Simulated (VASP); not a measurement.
Write the native input for VASP 6.6.1 that does the following.

- Task: single point
- Functional: PBE
- Dispersion: D3(BJ)
- Potentials or basis: VASP PAW PBE potentials, release 64 (Sn_d, O)
- Cutoff: 520 eV
- k mesh: 7 × 7 × 1
- Occupations: gaussian, width 0.05 eV
- Spin: no spin polarisation
- Dipole correction: yes
- Further INCAR settings: ALGO = Normal; EDIFF = 1e-06; NBANDS = 50

The structure of SnO lies in POSCAR:

```
SnO
1.0
    3.8206508968      0.0000053771      0.0000000000
   -0.0000052312      3.8206508968      0.0000000000
    0.0000000000      0.0000000000     22.2280089848
Sn O
4 4
Direct
    0.9998502628      0.9998502628      0.2024472819
    0.4998491627      0.4998491627      0.3087997894
    0.6248491627      0.9998491627      0.4932517573
    0.1248480627      0.4998480627      0.5996042648
    0.9998512637      0.4998508102      0.2556235145
    0.4998508102      0.9998512637      0.2556235145
    0.6248501637      0.4998497102      0.5464279899
    0.1248497102      0.9998501637      0.5464279899
```

One way to write it, as run:

INCAR

```
ALGO     = Normal         # electronic algorithm
DIPOL    = 0.5 0.5 0.401
EDIFF    = 1E-6           # SCF threshold, eV
ENCUT    = 520            # plane-wave cutoff, eV
GGA      = PE             # functional
IDIPOL   = 3            
ISIF     = 2              # what is computed and relaxed
ISMEAR   = 0              # smearing method
IVDW     = 12             # dispersion correction
LASPH    = T              # aspherical terms in the spheres
LCHARG   = T              # write CHGCAR
LDIPOL   = T            
LELF     = T              # ELF
LREAL    = F              # projectors in reciprocal space
LVACPOTAV= T            
LVHAR    = T            
LWAVE    = F              # write WAVECAR
NBANDS   = 50             # bands
NELM     = 80             # most SCF steps
PREC     = Accurate       # precision mode
SIGMA    = 0.05           # smearing width, eV
```

KPOINTS

```
k-points
0
Gamma
  7 7 1
```

Potentials or basis: VASP PAW PBE potentials, release 64 (Sn_d, O).

The run is started by

```sh
$ cat potpaw_PBE.64/Sn_d/POTCAR potpaw_PBE.64/O/POTCAR > POTCAR
$ mpirun -np 1 vasp_std > vasp.out
```

Results of the run:

| Quantity | Value |
| --- | --- |
| Largest force | 0.131 eV/Å |
| Band gap on the k mesh | 2.45 eV, indirect (least direct gap 2.55 eV) |
| Dispersion energy per atom | -0.156 eV |

Caveat: spin-orbit coupling is left out, which moves the levels of the heavy elements.

It took 6.8 min on 1 thread of Intel(R) Xeon(R) Platinum 8259CL CPU @ 2.50GHz (Skylake/Cascade Lake) (shared host), peak memory 0.45 GiB.
